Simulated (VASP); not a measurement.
Here is a VASP 6.6.1 calculation.

INCAR

```
SYSTEM = HfN
PREC     = Accurate       ! precision mode
ENCUT    = 600            ! plane-wave cutoff, eV
EDIFF    = 1E-6           ! SCF threshold, eV
ISMEAR   = -1             ! smearing method
SIGMA    = 0.05           ! smearing width, eV
LREAL    = .False.        ! projectors in reciprocal space
LASPH    = .True.         ! aspherical terms in the spheres
NELM     = 60             ! most SCF steps
ALGO     = Normal         ! electronic algorithm
ISIF     = 3              ! what is computed and relaxed
LWAVE    = .False.        ! write WAVECAR
LCHARG   = .False.        ! write CHGCAR
GGA      = PE             ! functional
IBRION   = 2              ! ionic algorithm
NSW      = 60             ! ionic steps
EDIFFG   = -0.005         ! ionic threshold
PSTRESS  = 3400.0
```

KPOINTS

```
regular mesh
0
Gamma
  15 15 15
  0 0 0
```

POSCAR

```
HfN
1.0
    2.4202720331      0.0000000000      0.0000000000
    0.0000000000      2.4202720331      0.0000000000
    0.0000000000      0.0000000000      2.4202720331
Hf N
1 1
Direct
    0.0000000000      0.0000000000      0.0000000000
    0.5000000000      0.5000000000      0.5000000000
```

Potentials or basis: VASP PAW PBE potentials, release 64 (Hf_pv, N).

The run is started by

```bash
$ cat potpaw_PBE.64/Hf_pv/POTCAR potpaw_PBE.64/N/POTCAR > POTCAR
$ mpirun -np 1 vasp_std > vasp.out
```

Estimate the space group after relaxing (to 0.05 Å).

Pm-3m (No. 221).

What does it give for the relaxed cell?

a = 2.386 Å, b = 2.386 Å, c = 2.386 Å, α = 90.00°, β = 90.00°, γ = 90.00°.

What does it give for the relaxed volume?

6.79 Å³/atom.

Step by step:
| step | energy change (eV) | largest force (eV/Å) | pressure (GPa) | volume (Å³) |
| --- | --- | --- | --- | --- |
| 1 | 0.0000 | 0.0000 | 283.66 | 14.18 |
| 2 | 17.6161 | 0.0000 | 1194.77 | 9.65 |
| 3 | 0.9471 | 0.0000 | 330.07 | 13.68 |
| 4 | 1.0988 | 0.0000 | 337.48 | 13.61 |
| 5 | 1.1506 | 0.0000 | 340.08 | 13.58 |

Caveat: the cell is relaxed towards a set pressure, so the enthalpy falls and the energy may rise.
